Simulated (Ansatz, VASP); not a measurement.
InGaAs2 in VASP and in Ansatz

The input POSCAR:

```
InGaAs2
1.0
    4.2250012014      0.0000000000      0.0000000000
    0.0000000000      4.2250012014      0.0000000000
    0.0000000000      0.0000000000      5.9621480000
In Ga As
1 1 2
Direct
    0.0000000000      0.0000000000      0.5000000000
    0.5000000000      0.5000000000      0.0000000000
    0.5000000000      0.0000000000      0.7684750000
    0.0000000000      0.5000000000      0.2315250000
```

INCAR.step1

```
SYSTEM = InGaAs2
PREC = Accurate
ENCUT = 520
ISMEAR = 0
SIGMA = 0.03
LREAL = .FALSE.
LASPH = .TRUE.
NELM = 100
NBANDS = 26
GGA = PE
ALGO = Normal
EDIFF = 1E-4
LWAVE = .TRUE.
LCHARG = .FALSE.
```

The input INCAR.step2:

```
SYSTEM = InGaAs2
PREC = Accurate
ENCUT = 520
EDIFF = 1E-6
ISMEAR = 0
SIGMA = 0.03
LREAL = .FALSE.
LASPH = .TRUE.
NELM = 100
ALGO = Normal
ISIF = 2
LWAVE = .FALSE.
LCHARG = .TRUE.
METAGGA = R2SCAN
LMIXTAU = .TRUE.
LELF = .TRUE.
LVHAR = .TRUE.
NBANDS = 26
ISTART = 1
```

File KPOINTS:

```
regular mesh
0
G
  8 8 6
  0 0 0
```

Input for Ansatz:

```yaml
crystal:
  lattice:
    - [4.2250012014, 0.0, 0.0]
    - [0.0, 4.2250012014, 0.0]
    - [0.0, 0.0, 5.962148]
  atoms:
    - { symbol: In, position: [0.0, 0.0, 0.5] }
    - { symbol: Ga, position: [0.5, 0.5, 0.0] }
    - { symbol: As, position: [0.5, 0.0, 0.768475] }
    - { symbol: As, position: [0.0, 0.5, 0.231525] }
basis:
  ecutwfc: 500
kpoints:
  mp_grid: { grid: [8, 8, 6] }
hamiltonian:
  xc: r2scan
scf:
  occupations: { method: gaussian, width: 0.03 }
output:
  forces: true
  stress: true
  eigenvalues: true
  write_density: true
  write_potential: true
  elf: true
  volumetric_format: npy
```

Alike in both runs: task single point; functional r2SCAN; k mesh 8 × 8 × 6; occupations gaussian, width 0.03 eV; no spin polarisation.

```csv
,VASP,Ansatz
version,VASP 6.6.1,Ansatz 0.2.0
potentials or method,"VASP PAW PBE potentials, release 64 (In_d, Ga_d, As), cutoff 520 eV","scalar-relativistic, plane waves, PAW"
valence electrons in the cell,36,56
```

```tsv
	VASP	Ansatz	Ansatz less VASP
gap on the k mesh at the Fermi level (eV)	0.05	0.06	+0.011
least direct gap on the mesh (eV)	0.05	0.06	+0.011
pressure (GPa)	-2.4	-2.4	-0.01
traceless stress, the component that is largest in VASP (GPa)	0.31	0.31	+0.002
rms of the force components (eV/Å)	0.022	0.023	+0.0016
```

VASP's potentials were made for PBE, not for r2SCAN. Atom by atom the forces differ by 0.002 eV/Å (rms over components). The functional is the same, so the differences come from potentials, cutoffs and numerics. VASP's potentials hold 36 valence electrons a cell and Ansatz's 56, so a difference there can come from the potentials and not from the codes.
